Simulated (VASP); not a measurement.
YHf2O2, 5 atoms in the cell. The structure is trigonal, space group P-3m1 (No. 164). Conventional cell: a = 4.150 Å, b = 4.150 Å, c = 6.776 Å, α = 90.00°, β = 90.00°, γ = 120.00°. Y (site symmetry -3m) has 6 O at 2.93 Å and 6 Hf at 3.47 Å within 3.9 Å. Hf (site symmetry 3m) has 4 O at 2.53 to 2.58 Å and 3 Hf at 2.98 Å within 3.3 Å. O (site symmetry 3m) has 4 Hf at 2.53 to 2.58 Å and 3 Y at 2.93 Å within 3.3 Å. The cell was built from a structure type or drawn by symmetry, and may not be a known phase.

```yaml
Program: VASP 6.6.1
Task: single point
Functional: PBE
Potentials_or_basis: VASP PAW PBE potentials, release 64 (Y_sv, Hf_pv, O)
Cutoff: 520 eV
k_mesh: 6 × 6 × 4
Occupations: gaussian, width 0.1 eV
Spin: no spin polarisation
Dipole_correction: no
Further_INCAR_settings: ALGO = Normal; EDIFF = 1e-06; NBANDS = 30
```

Potentials or basis: VASP PAW PBE potentials, release 64 (Y_sv, Hf_pv, O).

The run is started by

```bash
$ cat potpaw_PBE.64/Y_sv/POTCAR potpaw_PBE.64/Hf_pv/POTCAR potpaw_PBE.64/O/POTCAR > POTCAR
$ mpirun -np 1 vasp_std > vasp.out
```

Hardware: 1 thread of Intel(R) Xeon(R) 6975P-C (Granite Rapids), with other jobs on the host.

How long does it take, and how much memory?

Run time: 36 s on 1 thread of Intel(R) Xeon(R) 6975P-C (Granite Rapids) (shared host), peak memory 0.26 GiB. Counts: scf iterations 15, k points 24.
